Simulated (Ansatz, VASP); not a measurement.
One calculation of PtS2, two programs

File INCAR:

```
SYSTEM = PtS2
PREC     = Accurate       ! precision mode
ENCUT    = 520            ! plane-wave cutoff, eV
EDIFF    = 1E-8           ! SCF threshold, eV
ISMEAR   = -1             ! smearing method
SIGMA    = 0.02           ! smearing width, eV
LREAL    = .False.        ! projectors in reciprocal space
LASPH    = .True.         ! aspherical terms in the spheres
NELM     = 80             ! most SCF steps
ALGO     = Normal         ! electronic algorithm
ISIF     = 2              ! what is computed and relaxed
LWAVE    = .False.        ! write WAVECAR
LCHARG   = .False.        ! write CHGCAR
GGA      = PE             ! functional
LEFG     = .True.       
NBANDS   = 18             ! bands
```

File KPOINTS:

```
Automatic mesh
0
Gamma
  9 9 6
  0 0 0
```

POSCAR

```
PtS2
1.0
    3.5431994758      0.0000000000      0.0000000000
   -1.7715997379      3.0685007567      0.0000000000
    0.0000000000      0.0000000000      5.0388000000
Pt S
1 2
Direct
    0.0000000000      0.0000000000      0.0000000000
    0.3333333333      0.6666666667      0.2500000000
    0.6666666667      0.3333333333      0.7500000000
```

Input for Ansatz:

```yaml
crystal:
  lattice:
    - [3.5431994758, 0.0, 0.0]
    - [-1.7715997379, 3.0685007567, 0.0]
    - [0.0, 0.0, 5.0388]
  atoms:
    - { symbol: Pt, position: [0.0, 0.0, 0.0] }
    - { symbol: S, position: [0.3333333333, 0.6666666667, 0.25] }
    - { symbol: S, position: [0.6666666667, 0.3333333333, 0.75] }
kpoints:
  mp_grid: { grid: [9, 9, 6] }
scf:
  occupations: { method: fermi_dirac, width: 0.02 }
hamiltonian:
  xc: pbe
  pseudopotentials: { kind: paw }
output:
  forces: true
  stress: true
  populations: true
  efg: { quadrupole_moments_barn: { S: -0.0694 }, contact_densities: true }
  write_density: true
  write_potential: true
  elf: true
  volumetric_format: npy
```

Alike in both runs: task electric field gradients; functional PBE; k mesh 9 × 9 × 6; occupations fermi-dirac, width 0.02 eV; no spin polarisation.

|  | VASP | Ansatz |
| --- | --- | --- |
| version | VASP 6.6.1 | Ansatz 0.2.0 |
| potentials or method | VASP PAW PBE potentials, release 64 (Pt, S) | plane-wave PAW, scalar-relativistic |
| plane-wave cutoff (eV) | 520 | 420 |
| valence electrons in the cell | 22 | 30 |

VASP gave:

```
pressure (GPa)                                                : 1.9
traceless stress, the component that is largest in VASP (GPa) : -1.76
rms of the force components (eV/Å)                            : 0.173
size of Vzz on the site where it differs most (V/Å²)          : 131.0
```

Q: What did Ansatz give for the same quantities?

A: Pressure (GPa): 2.4; traceless stress, the component that is largest in VASP (GPa): -1.89; rms of the force components (eV/Å): 0.155; size of Vzz on the site where it differs most (V/Å²): 90.0.

Atom by atom the forces differ by 0.019 eV/Å (rms over components). VASP's potentials hold 22 valence electrons a cell and Ansatz's 30, so a difference there can come from the potentials and not from the codes.

Neither program's run includes spin-orbit coupling.
